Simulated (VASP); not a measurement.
BeTe, 2 atoms in the cell. It takes space group F-43m (No. 216, cubic). Conventional cell: a = 5.548 Å, b = 5.548 Å, c = 5.548 Å, α = 90.00°, β = 90.00°, γ = 90.00°. Within 3.2 Å of Be (site symmetry -43m) lie 4 Te at 2.40 Å. Within 3.2 Å of Te (site symmetry -43m) lie 4 Be at 2.40 Å. 

| Property | Result |
| --- | --- |
| Program | VASP 6.6.1 |
| Task | elastic constants |
| Functional | PBEsol |
| Potentials or basis | VASP PAW PBE potentials, release 64 (Be, Te) |
| Cutoff | 600 eV |
| k mesh | 8 × 8 × 8 |
| Occupations | gaussian, width 0.01 eV |
| Spin | no spin polarisation |
| Dipole correction | no |
| Ions in elastic constants | relaxed |
| Further INCAR settings | ALGO = Normal; EDIFF = 1e-08; IBRION = 6; POTIM = 0.015; NSW = 1; ISIF = 3 |

Potentials or basis: VASP PAW PBE potentials, release 64 (Be, Te).

Run with:

```console
$ cat potpaw_PBE.64/Be/POTCAR potpaw_PBE.64/Te/POTCAR > POTCAR
$ mpirun -np 1 vasp_std > vasp.out
```

Hardware: 1 thread of Intel Xeon 6975P-C, on a shared host.

Question: Estimate the wall time of this run.

Answer: Wall time 5.7 min on 1 thread of Intel Xeon 6975P-C (shared host), peak memory 0.28 GiB. Counts: scf iterations 157, k points 29.
